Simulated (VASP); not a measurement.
Write the native input for VASP 6.6.1 that does the following.

```
Task                               : single point
Functional                         : HF
Potentials or basis                : VASP PAW PBE potentials, release 64 (Sr_sv, Te)
Cutoff                             : 400 eV
k mesh                             : 4 × 4 × 4
Occupations                        : gaussian, width 0.01 eV
Spin                               : no spin polarisation
Dipole correction                  : no
Grid for exact exchange (PRECFOCK) : Normal
Further INCAR settings             : ALGO = Normal; EDIFF = 1e-06; NBANDS = 15
Share of exact exchange            : 1
```

The system is SrTe.

```
CELL_PARAMETERS angstrom
0.00000 3.35266 3.35266
3.35266 0.00000 3.35266
3.35266 3.35266 0.00000
ATOMIC_POSITIONS crystal
Sr 0.00000 0.00000 0.00000
Te 0.50000 0.50000 0.50000
```

The input as run:

POSCAR

```
SrTe
1.0
    0.0000000000      3.3526569095      3.3526569095
    3.3526569095      0.0000000000      3.3526569095
    3.3526569095      3.3526569095      0.0000000000
Sr Te
1 1
Direct
    0.0000000000      0.0000000000      0.0000000000
    0.5000000000      0.5000000000      0.5000000000
```

INCAR.step1

```
PREC = Accurate
ENCUT = 400
EDIFF = 1E-5
ISMEAR = 0
SIGMA = 0.01
LREAL = False
LASPH = True
NELM = 120
ALGO = Normal
ISIF = 2
LWAVE = True
LCHARG = False
GGA = PE
NBANDS = 15
GGA_COMPAT = False
```

INCAR.step2

```
PREC = Accurate
ENCUT = 400
EDIFF = 1E-6
ISMEAR = 0
SIGMA = 0.01
LREAL = False
LASPH = True
NELM = 120
ALGO = Normal
ISIF = 2
LWAVE = False
LCHARG = False
GGA = PE
LHFCALC = True
AEXX = 1.0
ALDAC = 0.0
AGGAC = 0.0
PRECFOCK = Normal
ISTART = 1
NBANDS = 15
GGA_COMPAT = False
```

KPOINTS

```
regular mesh
0
Gamma
  4 4 4
```

Potentials or basis: VASP PAW PBE potentials, release 64 (Sr_sv, Te).

Launch:

```sh
$ cat potpaw_PBE.64/Sr_sv/POTCAR potpaw_PBE.64/Te/POTCAR > POTCAR
$ cp INCAR.step1 INCAR
$ mpirun -np 1 vasp_std > vasp.out
$ cp INCAR.step2 INCAR
$ mpirun -np 1 vasp_std > vasp.out
```

It gave:

```yaml
Pressure: 2.5 GPa
Band_gap_on_the_k_mesh: 8.27 eV (least direct gap 8.71 eV)
```

Caveat: the PAW data sets were made with another functional, which shifts forces and pressure a little; spin-orbit coupling is left out, which moves the levels of the heavy elements.

Run time: 7.1 min on 1 thread of AMD EPYC 9R45 96-Core Processor (Zen 5), with other jobs on the host, peak memory 0.15 GiB.
